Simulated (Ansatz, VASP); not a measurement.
**W12CO: VASP beside Ansatz**

```
W C O
1.0
     5.51409    0.00000    0.00000
    -1.83803    5.19873    0.00000
     0.00000    0.00000   22.50601
W C O
12 1 1
Cartesian
  0.9190 1.2997 4.0000
  0.0000 3.8990 4.0000
  3.6761 1.2997 4.0000
  2.7570 3.8990 4.0000
  0.0000 0.0000 6.1780
  -0.9190 2.5994 6.1780
  2.7570 0.0000 6.1780
  1.8380 2.5994 6.1780
  0.9190 1.2997 8.3560
  0.0000 3.8990 8.3560
  3.6761 1.2997 8.3560
  2.7570 3.8990 8.3560
  1.5317 2.1661 12.5460
  1.5317 2.1661 13.6960
```

Alike in both runs: task single point; functional PBE; k mesh 5 × 5 × 1; occupations gaussian, width 0.1 eV; no spin polarisation.

|  | VASP | Ansatz |
| --- | --- | --- |
| version | VASP 6.6.1 | Ansatz 0.2.0 |
| potentials or method | VASP PAW PBE potentials, release 64 (W_sv, C, O), cutoff 520 eV | scalar-relativistic, plane waves, PAW |
| valence electrons in the cell | 178 | 178 |

|  | VASP | Ansatz | Ansatz less VASP |
| --- | --- | --- | --- |
| gap on the k mesh at the Fermi level (eV) | none | none | - |
| rms of the force components (eV/Å) | 0.158 | 0.342 | +0.1841 |
| work function, face that differs most (eV) | 4.66 | 4.64 | -0.026 |

Atom by atom the forces differ by 0.185 eV/Å (rms over components). A gap of «none» marks a metal or a gap that the smearing closes. One of these differences is far larger than is usual between the two programs; its cause wasn't traced. With one functional, cell and mesh, what is left measures potentials, basis and numerics. Ansatz's warnings: vacuum density over bound.

Neither program's run includes spin-orbit coupling. Noted on VASP's run: the standard files for N, O and F lose accuracy on very short bonds.
